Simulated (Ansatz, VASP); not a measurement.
**One calculation of Ba, two programs**

File INCAR:

```
PREC = Accurate
ENCUT = 520
EDIFF = 1E-6
ISMEAR = 0
SIGMA = 0.15
LREAL = False
LASPH = True
NELM = 80
ALGO = Fast
ISIF = 2
LWAVE = False
LCHARG = False
NBANDS = 11
```

KPOINTS

```
regular mesh
0
Gamma
  12 12 12
```

POSCAR

```
Ba
1.0
    3.8589517774      0.0000000000      0.0000000000
    0.0000000000      3.8589517774      0.0000000000
    0.0000000000      0.0000000000      3.9177175405
Ba
1
Direct
    0.0000000000      0.0000000000      0.0000000000
```

Input for Ansatz:

```yaml
crystal:
  lattice:
    - [3.8589517774, 0.0, 0.0]
    - [0.0, 3.8589517774, 0.0]
    - [0.0, 0.0, 3.9177175405]
  atoms:
    - { symbol: Ba, position: [0.0, 0.0, 0.0] }
basis:
  ecutwfc: 420
kpoints:
  mp_grid: { grid: [12, 12, 12] }
hamiltonian:
  xc: lda
scf:
  occupations: { method: gaussian, width: 0.15 }
output:
  forces: true
  stress: true
  eigenvalues: true
```

Change from the starting cell: strain -0.015 along x and y, +0.000 along z, atoms carried along.

Alike in both runs: task single point; functional LDA; k mesh 12 × 12 × 12; occupations gaussian, width 0.15 eV; no spin polarisation.

|  | VASP | Ansatz |
| --- | --- | --- |
| version | VASP 6.6.1 | Ansatz 0.2.0 |
| potentials or method | VASP PAW LDA potentials, release 64 (Ba_sv), cutoff 520 eV | scalar-relativistic, plane waves, PAW |
| valence electrons in the cell | 10 | 10 |

|  | VASP | Ansatz | Ansatz less VASP |
| --- | --- | --- | --- |
| gap on the k mesh at the Fermi level (eV) | none | none | - |
| pressure (GPa) | -0.9 | -1.0 | -0.12 |
| traceless stress, the component that is largest in VASP (GPa) | -0.28 | -0.27 | +0.011 |

LDA's correlation is that of Perdew and Zunger in VASP and of Perdew and Wang (1992) in Ansatz. A gap of «none» marks a metal or a gap that the smearing closes.

Spin-orbit coupling is off throughout.
